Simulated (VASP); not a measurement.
# TiCo (P4/mmm) in VASP: settings compared, part 2 of 2

VASP 6.6.1.

## Step 3: Single point, r2SCAN, collinear spin, antiferromagnetic start

File POSCAR:

```
TiCo
1.0
    2.9629008397      0.0000000000      0.0000000000
    0.0000000000      2.9629008397      0.0000000000
    0.0000000000      0.0000000000      5.9772418618
Co Ti
2 2
Direct
    0.0000000000      1.0000000000      0.0000000000
    0.0000000000      1.0000000000      0.5000000000
    0.5000000000      0.5000000000      0.2500000000
    0.5000000000      0.5000000000      0.7500000000
```

File INCAR.step1:

```
PREC = Accurate
ENCUT = 520
ISMEAR = 0
SIGMA = 0.1
LREAL = False
LASPH = True
NELM = 150
ISPIN = 2
MAGMOM = 2 -2 0 0
LMAXMIX = 4
NBANDS = 33
GGA = PE
ALGO = Normal
EDIFF = 1E-4
LWAVE = True
LCHARG = False
```

File INCAR.step2:

```
PREC = Accurate
ENCUT = 520
EDIFF = 1E-6
ISMEAR = 0
SIGMA = 0.1
LREAL = False
LASPH = True
NELM = 150
ALGO = Normal
ISIF = 2
LWAVE = False
LCHARG = False
ISPIN = 2
MAGMOM = 2 -2 0 0
LORBIT = 11
LMAXMIX = 4
METAGGA = R2SCAN
LMIXTAU = True
NBANDS = 33
ISTART = 1
```

File KPOINTS:

```
regular mesh
0
Gamma
  14 14 7
```

Potentials or basis: VASP PAW PBE potentials, release 64 (Co, Ti_sv).

Command:

```
$ cat potpaw_PBE.64/Co/POTCAR potpaw_PBE.64/Ti_sv/POTCAR > POTCAR
$ cp INCAR.step1 INCAR
$ mpirun -np 1 vasp_std > vasp.out
$ cp INCAR.step2 INCAR
$ mpirun -np 1 vasp_std > vasp.out
```

OUTCAR:

```text
PREC = Accurate
   ENCUT = 520
   EDIFF = 1E-6
   ISMEAR = 0
   LREAL = False
   LASPH = True
   NELM = 150
   ISIF = 2
   ISPIN = 2
   LORBIT = 11
   METAGGA = R2SCAN
   ISTART = 1

 ion  position               nearest neighbor table
   1  0.000  0.000  0.000-   3 2.57   4 2.57   3 2.57   4 2.57   3 2.57   4 2.57   3 2.57   4 2.57
                             2 2.99   2 2.99
   2  0.000  0.000  0.500-   3 2.57   4 2.57   3 2.57   4 2.57   3 2.57   4 2.57   3 2.57   4 2.57
                             1 2.99   1 2.99
   3  0.500  0.500  0.250-   1 2.57   2 2.57   1 2.57   2 2.57   1 2.57   2 2.57   1 2.57   2 2.57
[... 9 lines left out ...]
 A1 = (   2.9629008397,   0.0000000000,   0.0000000000)
 A2 = (   0.0000000000,   2.9629008397,   0.0000000000)
 A3 = (   0.0000000000,   0.0000000000,   5.9772418618)

Analysis of symmetry for initial positions (statically):
=====================================================================
 Subroutine PRICEL returns following result:

  LATTYP: Found a simple tetragonal cell.
 ALAT       =     2.9629008397
 C/A-ratio  =     1.0086807128
[... 12 lines left out ...]
 Subroutine GETGRP returns: Found 16 space group operations
 (whereof 16 operations were pure point group operations)
 out of a pool of 16 trial point group operations.

The static configuration has the point symmetry D_4h.

Analysis of symmetry for dynamics (positions and initial velocities):
=====================================================================
 Subroutine PRICEL returns following result:

  LATTYP: Found a simple tetragonal cell.
 ALAT       =     2.9629008397
 C/A-ratio  =     1.0086807128
[... 12 lines left out ...]
 Subroutine GETGRP returns: Found 16 space group operations
 (whereof 16 operations were pure point group operations)
 out of a pool of 16 trial point group operations.

The dynamic configuration has the point symmetry D_4h.

Analysis of structural, dynamic, and magnetic symmetry:
=====================================================================
 Subroutine PRICEL returns following result:

  LATTYP: Found a simple tetragonal cell.
 ALAT       =     2.9629008397
 C/A-ratio  =     1.0086807128
[... 12 lines left out ...]
 Subroutine GETGRP returns: Found 16 space group operations
 (whereof 16 operations were pure point group operations)
 out of a pool of 16 trial point group operations.

The overall configuration has the point symmetry D_4h.

 Subroutine INISYM returns: Found 16 space group operations
 (whereof 16 operations are pure point group operations),
 and found     2 'primitive' translations

----------------------------------------------------------------------------------------

                                     Primitive cell

  volume of cell :      26.2364

  direct lattice vectors                    reciprocal lattice vectors
     2.962900840  0.000000000  0.000000000     0.337507076  0.000000000  0.000000000
     0.000000000  2.962900840  0.000000000     0.000000000  0.337507076  0.000000000
     0.000000000  0.000000000  2.988620931     0.000000000  0.000000000  0.334602488

  length of vectors
     2.962900840  2.962900840  2.988620931     0.337507076  0.337507076  0.334602488

  position of ions in fractional coordinates (direct lattice)
     0.000000000  0.000000000  0.000000000
     0.500000000  0.500000000  0.500000000

  ion indices of the primitive-cell ions
   primitive index   ion index
                 1           1
                 2           3

[... 75 lines left out ...]
   IBRION =     -1    ionic relax: 0-MD 1-quasi-New 2-CG
   NFREE  =      0    steps in history (QN), initial steepest desc. (CG)
   ISIF   =      2    stress and relaxation
   ISYM   =      2    0-nonsym 1-usesym 2-fastsym
   POTIM  = 0.5000    time-step for ionic-motion
   TEBEG  =    0.0;   TEEND  =   0.0 temperature during run
   PSTRESS=    0.0 pullay stress
   NELECT =      42.0000    total number of electrons
   NUPDOWN=      -1.0000    fix difference up-down
   EMIN   =  10.00;   EMAX   =-10.00  energy-range for DOS
   EFERMI =   0.00;   METHOD = LEGACY
   ISMEAR =     0;   SIGMA  =   0.10  broadening in eV -4-tet -1-fermi 0-gaus
   EFERMI_NEDOS =   21; number of points for ismear=-14 and -15
   IALGO  =     38    algorithm
   IMIX   =      4    mixing-type and parameters
     AMIX     =   0.40;   BMIX     =  1.00
     AMIX_MAG =   1.60;   BMIX_MAG =  1.00
  volume/ion in A,a.u.               =      13.12        88.53
  Fermi-wavevector in a.u.,A,eV,Ry     =   1.520009  2.872401 31.435284  2.310428
  Thomas-Fermi vector in A             =   2.628918
   LORBIT       =     11    0 simple, 1 ext, 2 COOP (PROOUT), +10 PAW based schemes
   METAGGA = R2SCAN    functional components
   LHFCALC =     F    Hartree Fock is set to
   AEXX    =    0.0000 exact exchange contribution
   IVDW    =     0    specifies the selected vdW correction
   LEPSILON=     F    determine dielectric tensor
   LRPA    =     F    only Hartree local field effects (RPA)
 spin polarized calculation
 Gauss-broadening in eV      SIGMA  =   0.10
  energy-cutoff  :      520.00
  volume of cell :       52.47
 maximum number of plane-waves:      1447
 NGX is ok and might be reduce to    24
   NGX = 11   NGY = 11   NGZ = 23

 number of electron      41.9999975 magnetization       0.0000000

 number of electron      41.9999975 magnetization      -0.0000000

 Free energy of the ion-electron system (eV)
  ---------------------------------------------------
  ext. energy  EPLUGINS =         0.00000000
  ---------------------------------------------------
  free energy    TOTEN  =       -53.87245367 eV

  energy without entropy =      -53.84921596  energy(sigma->0) =      -53.86083481

 E-fermi :  10.0649     XC(G=0): -13.7302

 val. band max:       10.0642391277   @ k =   0.2857   0.0000   0.2857
 cond. band min:      10.0663179135   @ k =   0.5000   0.0714   0.2857
 fundamental gap:      0.0020787858
 Fermi energy:        10.0648705250

 spin component 1

 k-point     1 :       0.0000    0.0000    0.0000
  band No.  band energies     occupation
      1     -49.3163      1.00000
      2     -49.2827      1.00000
      3     -24.6835      1.00000
      4     -24.3683      1.00000
      5     -24.3581      1.00000
      6     -24.3581      1.00000
[... 853 lines left out ...]
     32      15.0927      0.00000
     33      19.4563      0.00000

 [... further k-points ...]

 spin component 2

 k-point     1 :       0.0000    0.0000    0.0000
  band No.  band energies     occupation
      1     -49.3163      1.00000
      2     -49.2827      1.00000
      3     -24.6835      1.00000
      4     -24.3683      1.00000
      5     -24.3581      1.00000
      6     -24.3581      1.00000
[... 853 lines left out ...]
     32      15.0927      0.00000
     33      19.4563      0.00000

 [... further k-points ...]

------------------------ aborting loop because EDIFF is reached ----------------------------------------

  FORCE on cell =-STRESS in cart. coord.  units (eV):
  Direction    XX          YY          ZZ          XY          YZ          ZX
  --------------------------------------------------------------------------------------
  -------------------------------------------------------------------------------------
  Total        1.1670954      1.1670954      0.0093492      0.0000000      0.0000000      0.0000000
  in kB       35.6354188     35.6354188      0.2854631      0.0000000      0.0000000      0.0000000
  external PRESSURE =      23.8521002 kB  Pullay stress =       0.0000000 kB

 VOLUME and BASIS-vectors are now :
 -----------------------------------------------------------------------------
  energy-cutoff  :      520.00
  volume of cell :       52.47
      direct lattice vectors                 reciprocal lattice vectors
     2.962900840  0.000000000  0.000000000     0.337507076  0.000000000  0.000000000
     0.000000000  2.962900840  0.000000000     0.000000000  0.337507076  0.000000000
     0.000000000  0.000000000  5.977241862     0.000000000  0.000000000  0.167301244

 POSITION                                       TOTAL-FORCE (eV/Angst)
 -----------------------------------------------------------------------------------
      0.00000      0.00000      0.00000        -0.000000      0.000000      0.000000
      0.00000      0.00000      2.98862        -0.000000      0.000000      0.000000
      1.48145      1.48145      1.49431         0.000000     -0.000000     -0.000000
      1.48145      1.48145      4.48293         0.000000     -0.000000     -0.000000
 -----------------------------------------------------------------------------------
    total drift:                                0.000000     -0.000000     -0.000000

  FREE ENERGIE OF THE ION-ELECTRON SYSTEM (eV)
  ---------------------------------------------------
  free  energy   TOTEN  =       -53.8724536674 eV

  energy  without entropy=      -53.8492159593  energy(sigma->0) =      -53.86083481

 total charge

# of ion       s       p       d       tot
------------------------------------------
    1        0.561   0.524   7.265   8.349
    2        0.561   0.524   7.265   8.349
    3        2.246   6.198   1.829  10.273
    4        2.246   6.198   1.829  10.273
--------------------------------------------------
tot          5.614  13.444  18.187  37.245

 magnetization (x)

# of ion       s       p       d       tot
------------------------------------------
    1        0.026   0.003   1.266   1.295
    2       -0.026  -0.003  -1.266  -1.295
    3        0.000   0.000   0.000   0.000
    4        0.000   0.000   0.000   0.000
--------------------------------------------------
tot          0.000   0.000   0.000   0.000
```

Run time: 67 min. Hardware: 1 thread of Oxide Virtual Turin-like, shared host; peak memory 0.43 GiB.

Results:

```yaml
Free_energy: -53.8725 eV
Pressure: 2.4 GPa
Band_gap_on_the_k_mesh: zero (filled and empty bands overlap)
Net_moment: 0.00 μB per cell
Site_moments: Co +1.29, -1.29; Ti +0.00 μB
Valence_electrons_inside_the_program's_atomic_spheres: Co 8.35; Ti 10.27
```

Levels at points of the mesh, in eV from the Fermi level:
Spin up:
```
           k point  band 18  band 19  band 20  band 21  band 22  band 23  band 24  band 25
(0.00, 0.00, 0.00)    -1.49    -1.49    -1.20    -0.63    -0.32     0.90     0.90     1.18
(0.50, 0.00, 0.00)    -1.52    -1.38    -0.60     0.28     0.47     0.49     0.80     0.88
(0.50, 0.50, 0.00)    -2.18    -2.18    -1.62     0.55     0.55     1.01     1.04     1.39
```
Spin down:
| k point | band 19 | band 20 | band 21 | band 22 | band 23 | band 24 |
| --- | --- | --- | --- | --- | --- | --- |
| (0.00, 0.00, 0.00) | -1.49 | -1.20 | -0.63 | -0.32 | 0.90 | 0.90 |
| (0.50, 0.00, 0.00) | -1.38 | -0.60 | 0.28 | 0.47 | 0.49 | 0.80 |
| (0.50, 0.50, 0.00) | -2.18 | -1.62 | 0.55 | 0.55 | 1.01 | 1.04 |

Caveat: the antiferromagnetic order is the one typed at the start, and another may lie lower; the PAW data sets were made with another functional, which shifts forces and pressure a little.
